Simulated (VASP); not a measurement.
Ir: single point with LDA

Ir:

```
Ir
1.0
     0.00000    1.90609    1.90609
     1.90609    0.00000    1.90609
     1.90609    1.90609    0.00000
Ir
1
Direct
  0.00000 0.00000 0.00000
```

```
Program                : VASP 6.6.1
Task                   : single point
Functional             : LDA
Potentials or basis    : VASP PAW LDA potentials, release 64 (Ir_sv_GW)
Cutoff                 : 560 eV
k mesh                 : 14 × 14 × 14
Occupations            : gaussian, width 0.01 eV
Spin                   : no spin polarisation
Dipole correction      : no
Further INCAR settings : ALGO = Normal; EDIFF = 1e-06; NBANDS = 14
```

```
Pressure               : -0.5 GPa
Band gap on the k mesh : zero (an odd number of electrons rules out a gap without spin polarisation)
```

Levels at points of the mesh, in eV from the Fermi level:
| k point | band 4 | band 5 | band 6 | band 7 | band 8 | band 9 | band 10 | band 11 | band 12 | band 13 |
| --- | --- | --- | --- | --- | --- | --- | --- | --- | --- | --- |
| (0.00, 0.00, 0.00) | -49.13 | -11.19 | -3.92 | -3.92 | -3.92 | -1.10 | -1.10 | 13.70 | 19.29 | 19.29 |
| (0.50, 0.00, 0.00) | -49.25 | -8.21 | -4.02 | -4.02 | -0.63 | 1.06 | 1.06 | 7.63 | 13.37 | 19.36 |
| (0.50, 0.50, 0.00) | -49.45 | -8.04 | -7.47 | 1.05 | 1.66 | 1.66 | 1.86 | 10.96 | 11.70 | 11.70 |

It took 13 s on 1 thread of AMD EPYC 9R45 96-Core Processor (Zen 5), with other jobs on the host, peak memory 0.12 GiB.

Caveat: spin-orbit coupling is left out, which moves the levels of the heavy elements.
